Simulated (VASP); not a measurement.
TaTe:

```xyz
2
Lattice="3.4201 0.0000 0.0000 0.0000 3.4201 0.0000 0.0000 0.0000 3.4201" Properties=species:S:1:pos:R:3 pbc="T T T"
Ta    1.7100    1.7100    1.7100
Te    0.0000    0.0000    0.0000
```

```yaml
Program: VASP 6.6.1
Task: relaxation of cell and atoms
Functional: PBE
Dispersion: D3(BJ)
Potentials_or_basis: VASP PAW PBE potentials, release 64 (Ta_pv, Te)
Cutoff: 600 eV
k_mesh: 8 × 8 × 8
Occupations: fermi-dirac, width 0.05 eV
Spin: no spin polarisation
```

At the start: pressure -5.4 GPa; volume 20.00 Å³/atom.

Task: Where does the relaxation end?

Result: Over 4 steps the energy falls by 12.6 meV/atom and the volume is 19.28 Å³/atom (-3.6 %); space group Pm-3m (No. 221, to 0.05 Å).

Step by step:
```csv
step,energy change (eV),largest force (eV/Å),pressure (GPa),volume (Å³)
1,0.0000,0.0000,-5.38,40.00
2,0.0523,0.0000,11.37,36.24
3,-0.0252,0.0000,-0.09,38.58
4,-0.0252,0.0000,0.02,38.56
```

Final structure:
```yaml
crystal:
  lattice:
    - [3.37826, 0.00000, 0.00000]
    - [0.00000, 3.37826, 0.00000]
    - [0.00000, 0.00000, 3.37826]
  atoms:
    - { symbol: Ta, position: [0.50000, 0.50000, 0.50000] }
    - { symbol: Te, position: [0.00000, 0.00000, 0.00000] }
```

Caveat: pairwise dispersion overbinds metals, which lowers pressure and volume.
